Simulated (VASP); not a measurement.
# Li2RuN2 (P-1) in VASP: single point with LDA

Aim: the single point of Li2RuN2 with LDA.

Program: VASP 6.6.1. These are calculated values, not measurements. Logs are shortened: lines on timing, memory, paths and dates and some standing lists are left out, and cuts for length are marked.

## 1. The cell of the first run

The typed cell holds 5 atoms: a = 3.164 Å, b = 3.157 Å, c = 5.211 Å, α = 89.89°, β = 89.71°, γ = 119.78°.

## 2. Single point, LDA

File INCAR:

```
SYSTEM = Li2RuN2
PREC     = Accurate       ! precision mode
ENCUT    = 520            ! plane-wave cutoff, eV
EDIFF    = 1E-6           ! SCF threshold, eV
ISMEAR   = 1              ! smearing method
SIGMA    = 0.15           ! smearing width, eV
LREAL    = .False.        ! projectors in reciprocal space
LASPH    = .True.         ! aspherical terms in the spheres
NELM     = 100            ! most SCF steps
ALGO     = Normal         ! electronic algorithm
ISIF     = 2              ! what is computed and relaxed
LWAVE    = .False.        ! write WAVECAR
LCHARG   = .False.        ! write CHGCAR
NBANDS   = 23             ! bands
```

File KPOINTS:

```
Automatic mesh
0
Gamma
  13 13 7
  0 0 0
```

File POSCAR:

```
Li2RuN2
1.0
    3.1642327000      0.0079105817      0.0079105817
   -1.5752655852      2.7363506191      0.0028954739
    0.0130286250      0.0130286250      5.2114500000
Li Ru N
2 1 2
Direct
    0.6666666667      0.3333333333      0.3601800000
    0.3333333333      0.6666666667      0.6398200000
    0.0000000000      0.0000000000      0.0000000000
    0.6666666667      0.3333333333      0.7869890000
    0.3333333333      0.6666666667      0.2130110000
```

Potentials or basis: VASP PAW LDA potentials, release 64 (Li_sv, Ru_pv, N).

Started as:

```
cat potpaw_LDA.64/Li_sv/POTCAR potpaw_LDA.64/Ru_pv/POTCAR potpaw_LDA.64/N/POTCAR > POTCAR
mpirun -np 1 vasp_std > vasp.out
```

OUTCAR:

```text
SYSTEM = Li2RuN2
   PREC = Accurate
   ENCUT = 520
   EDIFF = 1E-6
   ISMEAR = 1
   LREAL = .False.
   LASPH = .True.
   NELM = 100
   ISIF = 2

 ion  position               nearest neighbor table
   1  0.667  0.333  0.360-   5 1.98   5 1.98   5 1.98   2 2.33   2 2.33   2 2.35   3 2.61   3 2.61
                             3 2.63
   2  0.333  0.667  0.640-   4 1.98   4 1.98   4 1.98   1 2.33   1 2.33   1 2.35   3 2.61   3 2.61
                             3 2.63
   3  0.000  0.000  0.000-   4 2.13   5 2.13   5 2.14   4 2.14   4 2.14   5 2.14   2 2.61   1 2.61
                             2 2.61   1 2.61   2 2.63   1 2.63
   4  0.667  0.333  0.787-   2 1.98   2 1.98   2 1.98   3 2.13   3 2.14   3 2.14
   5  0.333  0.667  0.213-   1 1.98   1 1.98   1 1.98   3 2.13   3 2.14   3 2.14

  LATTYP: Found a triclinic cell.
 ALAT       =     3.1711043504
 B/A-ratio  =     0.9956738721
 C/A-ratio  =     1.6434282810
 COS(alpha) =     0.0018363769
 COS(beta)  =     0.0068238029
 COS(gamma) =     0.5000047014

  Lattice vectors:

 A1 = (   1.5889671148,   2.7442612008,   0.0108060556)
 A2 = (  -1.5752655852,   2.7363506191,   0.0028954739)
 A3 = (   0.0130286250,   0.0130286250,   5.2114500000)

Analysis of symmetry for initial positions (statically):
=====================================================================
 Subroutine PRICEL returns:
 Original cell was already a primitive cell.

 Routine SETGRP: Setting up the symmetry group for a
 triclinic supercell.

 Subroutine GETGRP returns: Found  2 space group operations
 (whereof  2 operations were pure point group operations)
 out of a pool of  2 trial point group operations.

The static configuration has the point symmetry S_2 .

Analysis of symmetry for dynamics (positions and initial velocities):
=====================================================================
 Subroutine PRICEL returns:
 Original cell was already a primitive cell.

 Routine SETGRP: Setting up the symmetry group for a
 triclinic supercell.

 Subroutine GETGRP returns: Found  2 space group operations
 (whereof  2 operations were pure point group operations)
 out of a pool of  2 trial point group operations.

The dynamic configuration has the point symmetry S_2 .

 Subroutine INISYM returns: Found  2 space group operations
 (whereof  2 operations are pure point group operations),
 and found     1 'primitive' translations

----------------------------------------------------------------------------------------

                                     Primitive cell
[... 99 lines left out ...]
   EDIFFG = 0.1E-04   stopping-criterion for IOM
   NSW    =      0    number of steps for IOM
   IBRION =     -1    ionic relax: 0-MD 1-quasi-New 2-CG
   NFREE  =      0    steps in history (QN), initial steepest desc. (CG)
   ISIF   =      2    stress and relaxation
   ISYM   =      2    0-nonsym 1-usesym 2-fastsym
   POTIM  = 0.5000    time-step for ionic-motion
   TEBEG  =    0.0;   TEEND  =   0.0 temperature during run
   PSTRESS=    0.0 pullay stress
   NELECT =      30.0000    total number of electrons
   NUPDOWN=      -1.0000    fix difference up-down
   EMIN   =  10.00;   EMAX   =-10.00  energy-range for DOS
   EFERMI =   0.00;   METHOD = LEGACY
   ISMEAR =     1;   SIGMA  =   0.15  broadening in eV -4-tet -1-fermi 0-gaus
   EFERMI_NEDOS =   21; number of points for ismear=-14 and -15
   IALGO  =     38    algorithm
   IMIX   =      4    mixing-type and parameters
     AMIX     =   0.40;   BMIX     =  1.00
     AMIX_MAG =   1.60;   BMIX_MAG =  1.00
  volume/ion in A,a.u.               =       9.04        60.99
  Fermi-wavevector in a.u.,A,eV,Ry     =   1.428157  2.698825 27.750883  2.039632
  Thomas-Fermi vector in A             =   2.548249
   LORBIT       =      0    0 simple, 1 ext, 2 COOP (PROOUT), +10 PAW based schemes
   GGA     = CA    functional components
   LHFCALC =     F    Hartree Fock is set to
   AEXX    =    0.0000 exact exchange contribution
   IVDW    =     0    specifies the selected vdW correction
   LEPSILON=     F    determine dielectric tensor
   LRPA    =     F    only Hartree local field effects (RPA)
 non-spin polarized calculation
 Methfessel and Paxton  Order N= 1 SIGMA  =   0.15
  energy-cutoff  :      520.00
  volume of cell :       45.19
 maximum number of plane-waves:      1234
   NGX = 11   NGY = 11   NGZ = 19

 number of electron      30.0000009 magnetization

 Free energy of the ion-electron system (eV)
  ---------------------------------------------------
  ext. energy  EPLUGINS =         0.00000000
  ---------------------------------------------------
  free energy    TOTEN  =       -34.10350781 eV

  energy without entropy =      -34.10399641  energy(sigma->0) =      -34.10367067

 E-fermi :   6.9235     XC(G=0): -11.9227

 val. band max:        6.9233152823   @ k =   0.4615  -0.0769   0.4286
 cond. band min:       6.9237172707   @ k =   0.0000  -0.4615   0.2857
 fundamental gap:      0.0004019884
 Fermi energy:         6.9235439391

 k-point     1 :       0.0000    0.0000    0.0000
  band No.  band energies     occupation
      1     -37.3071      2.00000
      2     -37.1607      2.00000
      3     -36.1899      2.00000
      4     -36.0637      2.00000
      5     -36.0560      2.00000
      6      -8.3801      2.00000
[... 613 lines left out ...]
     22      16.7912      0.00000
     23      17.0307      0.00000

 [... further k-points ...]

------------------------ aborting loop because EDIFF is reached ----------------------------------------

  FORCE on cell =-STRESS in cart. coord.  units (eV):
  Direction    XX          YY          ZZ          XY          YZ          ZX
  --------------------------------------------------------------------------------------
  -------------------------------------------------------------------------------------
  Total       -4.1054985     -4.1569218     -3.4201370     -0.0319172     -0.1425327     -0.1171300
  in kB     -145.5655384   -147.3888173   -121.2651987     -1.1316649     -5.0536734     -4.1529880
  external PRESSURE =    -138.0731848 kB  Pullay stress =       0.0000000 kB

 VOLUME and BASIS-vectors are now :
 -----------------------------------------------------------------------------
  energy-cutoff  :      520.00
  volume of cell :       45.19
      direct lattice vectors                 reciprocal lattice vectors
     3.164232700  0.007910582  0.007910582     0.315581302  0.181675535 -0.001243142
    -1.575265585  2.736350619  0.002895474    -0.000910043  0.364927312 -0.000910043
     0.013028625  0.013028625  5.211450000    -0.000478523 -0.000478523  0.191887569

 POSITION                                       TOTAL-FORCE (eV/Angst)
 -----------------------------------------------------------------------------------
      1.58909      0.92208      1.88330         0.006271     -0.004899     -0.172616
      0.01290      1.83521      3.33896        -0.006271      0.004899      0.172616
      0.00000      0.00000      0.00000         0.000000     -0.000000      0.000000
      1.59465      0.92764      4.10759        -0.000016      0.006865      0.614561
      0.00734      1.82965      1.11466         0.000016     -0.006865     -0.614561
 -----------------------------------------------------------------------------------
    total drift:                                0.000000      0.000000     -0.000000

  FREE ENERGIE OF THE ION-ELECTRON SYSTEM (eV)
  ---------------------------------------------------
  free  energy   TOTEN  =       -34.1035078058 eV

  energy  without entropy=      -34.1039964057  energy(sigma->0) =      -34.10367067
```

stdout:

```text
POSCAR found type information on POSCAR LiRuN
 POSCAR found :  3 types and       5 ions
 scaLAPACK will be used
 LDA part: xc-table for (Slater(with rela. corr.)+CA(PZ))
 , standard interpolation
 POSCAR, INCAR and KPOINTS ok, starting setup
 FFT: planning ... GRIDC
 FFT: planning ... GRID_SOFT
 FFT: planning ... GRID
 WAVECAR not read
 entering main loop
```

It took 15 min on 1 thread of Intel Xeon 8259CL, shared host; peak memory 0.6 GiB.

What came out:

* Free energy: -34.1035 eV
* Largest force: 0.615 eV/Å
* Band gap on the k mesh: zero (bands 15 and 16 overlap by 0.50 eV)

Forces on the atoms (eV/Å):
```
Li   0.006 -0.005 -0.173
Li  -0.006  0.005  0.173
Ru   0.000  0.000  0.000
N    0.000  0.007  0.615
N    0.000 -0.007 -0.615
```

Caveat: the cutoff is under 1.25 times the usual one of these potentials, so pressure, stress and relaxed cells hold a basis-set (Pulay) error.
